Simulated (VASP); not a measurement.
# LaGa2 (AlB2 type) (P6/mmm) in VASP: a series of runs, part 2 of 2

VASP 6.6.1. The steps go on from the part before.

**3. Electric field gradients, LDA**

File INCAR:

```
SYSTEM = LaGa2
  PREC = Accurate
  ENCUT = 520
  EDIFF = 1E-8
  ISMEAR = -1
  SIGMA = 0.08
  LREAL = .FALSE.
  LASPH = .TRUE.
  NELM = 100
  ALGO = Normal
  ISIF = 2
  LWAVE = .FALSE.
  LCHARG = .FALSE.
  GGA = CA
  LEFG = .TRUE.
  NBANDS = 26
```

File KPOINTS:

```
Automatic mesh
0
G
  10 10 8
  0 0 0
```

File POSCAR:

```
LaGa2
1.0
    4.2257542717      0.0000000000      0.0000000000
   -2.1128771358      3.6596105494      0.0000000000
    0.0000000000      0.0000000000      4.3460024019
La Ga
1 2
Direct
    0.0000000000      0.0000000000      0.0000000000
    0.3333333333      0.6666666667      0.5000000000
    0.6666666667      0.3333333333      0.5000000000
```

Potentials or basis: VASP PAW LDA potentials, release 64 (La, Ga_d).

Run with:

```console
$ cat potpaw_LDA.64/La/POTCAR potpaw_LDA.64/Ga_d/POTCAR > POTCAR
$ mpirun -np 1 vasp_std > vasp.out
```

OUTCAR:

```text
SYSTEM = LaGa2
   PREC = Accurate
   ENCUT = 520
   EDIFF = 1E-8
   ISMEAR = -1
   LREAL = .FALSE.
   LASPH = .TRUE.
   NELM = 100
   ISIF = 2
   GGA = CA

 ion  position               nearest neighbor table
   1  0.000  0.000  0.000-   2 3.27   3 3.27   2 3.27   3 3.27   2 3.27   2 3.27   3 3.27   3 3.27
                             3 3.27   3 3.27   2 3.27   2 3.27
   2  0.333  0.667  0.500-   3 2.44   3 2.44   3 2.44   1 3.27   1 3.27   1 3.27   1 3.27   1 3.27
                             1 3.27
   3  0.667  0.333  0.500-   2 2.44   2 2.44   2 2.44   1 3.27   1 3.27   1 3.27   1 3.27   1 3.27
                             1 3.27

  LATTYP: Found a hexagonal cell.
 ALAT       =     4.2257542717
 C/A-ratio  =     1.0284560158

  Lattice vectors:

 A1 = (   4.2257542717,   0.0000000000,   0.0000000000)
 A2 = (  -2.1128771358,   3.6596105494,   0.0000000000)
 A3 = (   0.0000000000,   0.0000000000,   4.3460024019)

Analysis of symmetry for initial positions (statically):
=====================================================================
 Subroutine PRICEL returns:
 Original cell was already a primitive cell.

 Routine SETGRP: Setting up the symmetry group for a
 hexagonal supercell.

 Subroutine GETGRP returns: Found 24 space group operations
 (whereof 24 operations were pure point group operations)
 out of a pool of 24 trial point group operations.

The static configuration has the point symmetry D_6h.

Analysis of symmetry for dynamics (positions and initial velocities):
=====================================================================
 Subroutine PRICEL returns:
 Original cell was already a primitive cell.

 Routine SETGRP: Setting up the symmetry group for a
 hexagonal supercell.
[... 856 lines left out ...]
     26       9.3940      0.00000

 [... further k-points ...]

------------------------ aborting loop because EDIFF is reached ----------------------------------------

  FORCE on cell =-STRESS in cart. coord.  units (eV):
  Direction    XX          YY          ZZ          XY          YZ          ZX
  --------------------------------------------------------------------------------------
  -------------------------------------------------------------------------------------
  Total        0.0781278      0.0781278      0.0132898      0.0000000      0.0000000     -0.0000000
  in kB        1.8624618      1.8624618      0.3168113      0.0000000      0.0000000     -0.0000000
  external PRESSURE =       1.3472450 kB  Pullay stress =       0.0000000 kB

 VOLUME and BASIS-vectors are now :
 -----------------------------------------------------------------------------
  energy-cutoff  :      520.00
  volume of cell :       67.21
      direct lattice vectors                 reciprocal lattice vectors
     4.225754272  0.000000000  0.000000000     0.236644143  0.136626560  0.000000000
    -2.112877136  3.659610549  0.000000000     0.000000000  0.273253120  0.000000000
     0.000000000  0.000000000  4.346002402     0.000000000  0.000000000  0.230096513

 POSITION                                       TOTAL-FORCE (eV/Angst)
 -----------------------------------------------------------------------------------
      0.00000      0.00000      0.00000         0.000000      0.000000      0.000000
     -0.00000      2.43974      2.17300         0.000000      0.000000      0.000000
      2.11288      1.21987      2.17300        -0.000000      0.000000     -0.000000
 -----------------------------------------------------------------------------------
    total drift:                               -0.000000      0.000000     -0.000000

  FREE ENERGIE OF THE ION-ELECTRON SYSTEM (eV)
  ---------------------------------------------------
  free  energy   TOTEN  =       -14.9828622046 eV

  energy  without entropy=      -14.9455870473  energy(sigma->0) =      -14.96422463

 Electric field gradients (V/A^2)
---------------------------------------------------------------------
 ion       V_xx      V_yy      V_zz      V_xy      V_xz      V_yz
---------------------------------------------------------------------
   1     -17.973   -17.974    35.947    -0.000    -0.000     0.000
   2      -1.484    -1.484     2.968     0.001     0.000    -0.000
   3      -1.484    -1.484     2.968     0.001     0.000    -0.000
---------------------------------------------------------------------

 Electric field gradients after diagonalization (V/A^2)
 (convention: |V_zz| > |V_xx| > |V_yy|)
----------------------------------------------------------------------
 ion       V_xx      V_yy      V_zz     asymmetry (V_yy - V_xx)/ V_zz
----------------------------------------------------------------------
   1     -17.974   -17.973    35.947       0.000
   2      -1.485    -1.484     2.968       0.000
   3      -1.485    -1.484     2.968       0.000
----------------------------------------------------------------------

           NMR quadrupolar parameters

 Cq : quadrupolar parameter    Cq=e*Q*V_zz/h
 eta: asymmetry parameters     (V_yy - V_xx)/ V_zz
 Q  : nuclear electric quadrupole moment in mb (millibarn)
----------------------------------------------------------------------
 ion       Cq(MHz)       eta       Q (mb)
----------------------------------------------------------------------
   1       0.087       0.000       1.000
   2       0.007       0.000       1.000
   3       0.007       0.000       1.000
----------------------------------------------------------------------
```

OSZICAR:

```text
N       E                     dE             d eps       ncg     rms          rms(c)
DAV:   1     0.272510246063E+03    0.27251E+03   -0.15903E+04  3808   0.246E+03
DAV:   2     0.257740206464E+02   -0.24674E+03   -0.23419E+03  4270   0.396E+02
DAV:   3    -0.117431641503E+02   -0.37517E+02   -0.36140E+02  4238   0.155E+02
DAV:   4    -0.150290781908E+02   -0.32859E+01   -0.30726E+01  6552   0.383E+01
DAV:   5    -0.151676141600E+02   -0.13854E+00   -0.13804E+00  5384   0.642E+00    0.357E+00
DAV:   6    -0.150261271244E+02    0.14149E+00   -0.40648E-01  5704   0.827E+00    0.187E+00
DAV:   7    -0.149854979313E+02    0.40629E-01   -0.90680E-02  5956   0.272E+00    0.434E-01
DAV:   8    -0.149829698873E+02    0.25280E-02   -0.11335E-02  5232   0.115E+00    0.837E-02
DAV:   9    -0.149828647168E+02    0.10517E-03   -0.14398E-03  6616   0.322E-01    0.177E-02
DAV:  10    -0.149828604704E+02    0.42464E-05   -0.96247E-05  4732   0.127E-01    0.792E-03
DAV:  11    -0.149828623355E+02   -0.18651E-05   -0.17456E-05  6558   0.328E-02    0.379E-03
DAV:  12    -0.149828622450E+02    0.90557E-07   -0.12271E-06  5968   0.918E-03    0.287E-03
DAV:  13    -0.149828622815E+02   -0.36527E-07   -0.16346E-06  7066   0.148E-02    0.155E-03
DAV:  14    -0.149828622091E+02    0.72406E-07   -0.26442E-07  6124   0.463E-03    0.513E-04
DAV:  15    -0.149828622046E+02    0.44583E-08   -0.43589E-08  5216   0.145E-03
   1 F= -.14982862E+02 E0= -.14964225E+02  d E =-.372752E-01
```

Run time: 2.2 min. Hardware: 1 thread of Intel Xeon Platinum 8259CL at 2.50GHz (Skylake/Cascade Lake), shared host; peak memory 0.25 GiB.

Results:

| Item | Value |
| --- | --- |
| Free energy | -14.9829 eV |
| Pressure | 0.1 GPa |

Stress tensor (GPa, compression positive):
```
0.19 0.00 0.00
0.00 0.19 0.00
0.00 0.00 0.03
```

Electric field gradients, principal values (V/Å²):
| atom | least | middle | greatest (by size) |
| --- | --- | --- | --- |
| 1 La | -17.973 | -17.974 | 35.947 |
| 2 Ga | -1.484 | -1.485 | 2.968 |
| 3 Ga | -1.484 | -1.485 | 2.968 |

Caveat: without QUAD_EFG the Cq values of the log hold for a quadrupole moment of 1 mb, not for the nuclei.
